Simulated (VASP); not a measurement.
Set up this calculation in VASP 6.6.1, as the native input.

```yaml
Task: single point
Functional: PBE
Potentials_or_basis: VASP PAW PBE potentials, release 64 (Ca_sv)
Cutoff: 520 eV
k_mesh: 6 × 6 × 6
Occupations: gaussian, width 0.1 eV
Spin: no spin polarisation
Dipole_correction: no
Further_INCAR_settings: ALGO = Fast; EDIFF = 1e-07; NBANDS = 50
```

The structure of Ca lies in POSCAR:

```
Ca
1.0
    6.9770996298      0.0000000000      0.0000000000
    0.0000000000      6.9770996298      0.0000000000
    0.0000000000      0.0000000000      6.9770996298
Ca
8
Direct
    0.5000000000      0.5000000000      0.5000000000
    0.0000000000      0.0000000000      0.0000000000
    0.2500000000      0.0000000000      0.5000000000
    0.5000000000      0.2500000000      0.0000000000
    0.5000000000      0.7500000000      0.0000000000
    0.7500000000      0.0000000000      0.5000000000
    0.0000000000      0.5000000000      0.7500000000
    0.0000000000      0.5000000000      0.2500000000
```

These files were run (other wordings do the same):

INCAR

```
PREC = Accurate ; ENCUT = 520
EDIFF = 1E-7 ; ISMEAR = 0
SIGMA = 0.1 ; LREAL = False
LASPH = True ; NELM = 80
ALGO = Fast ; ISIF = 2
LWAVE = False ; LCHARG = True
GGA = PE ; LELF = True
LVHAR = True ; NBANDS = 50
```

KPOINTS

```
Automatic mesh
0
Gamma
  6 6 6
```

Potentials or basis: VASP PAW PBE potentials, release 64 (Ca_sv).

The run is started by

```console
$ cat potpaw_PBE.64/Ca_sv/POTCAR > POTCAR
$ mpirun -np 1 vasp_std > vasp.out
```

Results of the run:

```json
{"Pressure": "0.0 GPa", "Band gap on the k mesh": "zero (bands 40 and 41 overlap by 0.70 eV)"}
```

Wall time 21 min on 1 thread of Intel(R) Xeon(R) Platinum 8259CL CPU @ 2.50GHz (Skylake/Cascade Lake) (shared host), peak memory 0.53 GiB.
